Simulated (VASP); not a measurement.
# MgZn7O8 (P3m1) in VASP: notebook, part 2 of 2

VASP 6.6.1.

**3. Single point, PBEsol**

This run uses another cell than the first one, of 11.89 Å³/atom, 1.008 times its volume.

INCAR reads:

```
PREC = Accurate ; ENCUT = 520
EDIFF = 1E-6 ; ISMEAR = 0
SIGMA = 0.1 ; LREAL = Auto
LASPH = True ; NELM = 60
ALGO = Normal ; ISIF = 2
LWAVE = False ; LCHARG = False
GGA = PS ; NBANDS = 81
```

KPOINTS reads:

```
regular mesh
0
Gamma
  4 3 3
```

POSCAR reads:

```
MgZn7O8
1.0
    0.0000000000      0.0000000000     -5.2039603100
    3.2482165000      5.6260760100      0.0000000000
    3.2482165000     -5.6260760100      0.0000000000
Mg Zn O
1 7 8
Direct
    0.5000000000      0.1666666700      0.3333333300
    0.5000000000      0.1666666700      0.8333333300
    0.5000000000      0.6666666700      0.3333333300
    0.5000000000      0.6666666700      0.8333333300
    0.0000000000      0.3333333300      0.6666666700
    0.0000000000      0.3333333300      0.1666666700
    0.0000000000      0.8333333300      0.6666666700
    0.0000000000      0.8333333300      0.1666666700
    0.6209900000      0.3333333300      0.6666666700
    0.6209900000      0.3333333300      0.1666666700
    0.6209900000      0.8333333300      0.6666666700
    0.6209900000      0.8333333300      0.1666666700
    0.1209900000      0.1666666700      0.3333333300
    0.1209900000      0.1666666700      0.8333333300
    0.1209900000      0.6666666700      0.3333333300
    0.1209900000      0.6666666700      0.8333333300
```

Potentials or basis: VASP PAW PBE potentials, release 64 (Mg, Zn, O).

Command:

```bash
$ cat potpaw_PBE.64/Mg/POTCAR potpaw_PBE.64/Zn/POTCAR potpaw_PBE.64/O/POTCAR > POTCAR
$ mpirun -np 1 vasp_std > vasp.out
```

OUTCAR:

```text
PREC = Accurate
   ENCUT = 520
   EDIFF = 1E-6
   ISMEAR = 0
   LREAL = Auto
   LASPH = True
   NELM = 60
   ISIF = 2
   GGA = PS

 ion  position               nearest neighbor table
   1  0.500  0.167  0.333-  13 1.97  10 1.98  12 1.98   9 1.98   6 3.21   6 3.21   8 3.21   5 3.21
                             5 3.21   8 3.21   3 3.25   3 3.25   2 3.25   2 3.25   4 3.25   4 3.25
   2  0.500  0.167  0.833-  14 1.97   9 1.98  11 1.98  10 1.98   1 3.25   1 3.25
   3  0.500  0.667  0.333-  15 1.97  12 1.98  10 1.98  11 1.98   1 3.25   1 3.25
   4  0.500  0.667  0.833-  16 1.97  11 1.98  12 1.98   9 1.98   1 3.25   1 3.25
   5  0.000  0.333  0.667-   9 1.97  14 1.98  13 1.98  16 1.98   1 3.21   1 3.21
   6  0.000  0.333  0.167-  10 1.97  13 1.98  14 1.98  15 1.98   1 3.21   1 3.21
   7  0.000  0.833  0.667-  11 1.97  16 1.98  15 1.98  14 1.98
   8  0.000  0.833  0.167-  12 1.97  15 1.98  13 1.98  16 1.98   1 3.21   1 3.21
   9  0.621  0.333  0.667-   5 1.97   2 1.98   4 1.98   1 1.98
  10  0.621  0.333  0.167-   6 1.97   1 1.98   3 1.98   2 1.98
  11  0.621  0.833  0.667-   7 1.97   4 1.98   2 1.98   3 1.98
  12  0.621  0.833  0.167-   8 1.97   3 1.98   4 1.98   1 1.98
  13  0.121  0.167  0.333-   1 1.97   6 1.98   5 1.98   8 1.98
  14  0.121  0.167  0.833-   2 1.97   5 1.98   6 1.98   7 1.98
  15  0.121  0.667  0.333-   3 1.97   8 1.98   7 1.98   6 1.98
  16  0.121  0.667  0.833-   4 1.97   7 1.98   5 1.98   8 1.98

  LATTYP: Found a hexagonal cell.
 ALAT       =     6.4964329983
 C/A-ratio  =     0.8010488696

  Lattice vectors:

 A1 = (   3.2482165000,   5.6260760100,   0.0000000000)
 A2 = (   3.2482165000,  -5.6260760100,   0.0000000000)
 A3 = (   0.0000000000,   0.0000000000,  -5.2039603100)

Analysis of symmetry for initial positions (statically):
=====================================================================
 Subroutine PRICEL returns:
 Original cell was already a primitive cell.

 Routine SETGRP: Setting up the symmetry group for a
 hexagonal supercell.

 Subroutine GETGRP returns: Found  6 space group operations
 (whereof  2 operations were pure point group operations)
 out of a pool of 24 trial point group operations.

The static configuration has the point symmetry C_1h.
 The point group associated with its full space group is C_3v.

[... 155 lines left out ...]
   LEPSILON=     F    determine dielectric tensor
   LRPA    =     F    only Hartree local field effects (RPA)
 non-spin polarized calculation
 Gauss-broadening in eV      SIGMA  =   0.10
  energy-cutoff  :      520.00
  volume of cell :      190.20
 maximum number of plane-waves:      5133
 NGX is ok and might be reduce to    40
   NGX = 19   NGY = 25   NGZ = 25

 number of electron     134.0000063 magnetization

 Free energy of the ion-electron system (eV)
  ---------------------------------------------------
  ext. energy  EPLUGINS =         0.00000000
  ---------------------------------------------------
  free energy    TOTEN  =       -80.25734403 eV

  energy without entropy =      -80.25734403  energy(sigma->0) =      -80.25734403

 E-fermi :   1.5749     XC(G=0): -11.0325

 val. band max:        1.0764581022   @ k =   0.0000   0.0000   0.0000
 cond. band min:       2.0441143763   @ k =   0.0000   0.0000   0.0000
 fundamental gap:      0.9676562740
 Fermi energy:         1.5749234161

 k-point     1 :       0.0000    0.0000    0.0000
  band No.  band energies     occupation
      1     -16.7780      2.00000
      2     -16.0965      2.00000
      3     -16.0965      2.00000
      4     -16.0900      2.00000
      5     -16.0094      2.00000
      6     -15.8141      2.00000
[... 809 lines left out ...]
     78       9.9017      0.00000
     79      10.0790      0.00000
 [bands above 79 left out]

------------------------ aborting loop because EDIFF is reached ----------------------------------------

  FORCE on cell =-STRESS in cart. coord.  units (eV):
  Direction    XX          YY          ZZ          XY          YZ          ZX
  --------------------------------------------------------------------------------------
  -------------------------------------------------------------------------------------
  Total       -1.0946004     -1.0946004      0.5972315      0.0000000     -0.0000000      0.0000000
  in kB       -9.2204403     -9.2204403      5.0308198      0.0000000     -0.0000000      0.0000000
  external PRESSURE =      -4.4700203 kB  Pullay stress =       0.0000000 kB

 VOLUME and BASIS-vectors are now :
 -----------------------------------------------------------------------------
  energy-cutoff  :      520.00
  volume of cell :      190.20
      direct lattice vectors                 reciprocal lattice vectors
     0.000000000  0.000000000 -5.203960310     0.000000000  0.000000000 -0.192161343
     3.248216500  5.626076010  0.000000000     0.153930626  0.088871889  0.000000000
     3.248216500 -5.626076010  0.000000000     0.153930626 -0.088871889  0.000000000

 POSITION                                       TOTAL-FORCE (eV/Angst)
 -----------------------------------------------------------------------------------
      1.62411     -0.93768     -2.60198        -0.000000      0.000000     -0.133396
      3.24822     -3.75072     -2.60198         0.103914      0.059995     -0.135257
      3.24822      1.87536     -2.60198        -0.103914      0.059995     -0.135257
      4.87232     -0.93768     -2.60198        -0.000000     -0.119990     -0.135257
      3.24822     -1.87536      0.00000         0.029545     -0.017058      0.013998
      1.62411      0.93768      0.00000        -0.000000      0.034115      0.013998
[... 8 lines left out ...]
      3.24822      1.87536     -0.62963         0.018110     -0.010456      0.054672
      4.87232     -0.93768     -0.62963        -0.000000      0.020911      0.054672
 -----------------------------------------------------------------------------------
    total drift:                                0.000010      0.000264     -0.061699

  FREE ENERGIE OF THE ION-ELECTRON SYSTEM (eV)
  ---------------------------------------------------
  free  energy   TOTEN  =       -80.2573440348 eV

  energy  without entropy=      -80.2573440348  energy(sigma->0) =      -80.25734403
```

stdout:

```text
POSCAR found type information on POSCAR MgZnO
 POSCAR found :  3 types and      16 ions
 scaLAPACK will be used
 -----------------------------------------------------------------------------
|                                                                             |
|                                                                             |
|     You enforced a specific xc type in the INCAR file but a different       |
|     I HOPE YOU KNOW WHAT YOU ARE DOING!                                     |
|                                                                             |
 -----------------------------------------------------------------------------

 LDA part: xc-table for (Slater+PW92), standard interpolation
 POSCAR, INCAR and KPOINTS ok, starting setup
 FFT: planning ... GRIDC
 FFT: planning ... GRID_SOFT
 FFT: planning ... GRID
 WAVECAR not read
 entering main loop
```

Wall time 4.3 min (1 thread of Intel Xeon Platinum 8375C at 2.90GHz (Ice Lake), shared host); peak memory 0.34 GiB.

What came out:

* Free energy: -80.2573 eV
* Pressure: -0.4 GPa
* Largest force: 0.181 eV/Å
* Band gap on the k mesh: 0.97 eV, direct

Forces in eV/Å, atoms in the order of the input:
```
Mg   0.000  0.000 -0.133
Zn   0.104  0.060 -0.135
Zn  -0.104  0.060 -0.135
Zn   0.000 -0.120 -0.135
Zn   0.030 -0.017  0.014
Zn   0.000  0.034  0.014
Zn   0.000  0.000 -0.064
Zn  -0.030 -0.017  0.014
O   -0.077  0.045  0.114
O    0.000 -0.089  0.114
O    0.000  0.000  0.061
O    0.077  0.045  0.114
O    0.000  0.000 -0.005
O   -0.018 -0.010  0.055
O    0.018 -0.010  0.055
O    0.000  0.021  0.055
```

Caveat: the PAW data sets were made with another functional, which shifts forces and pressure a little. Expect the measured gap to be larger: semilocal functionals such as PBEsol lack the derivative discontinuity.
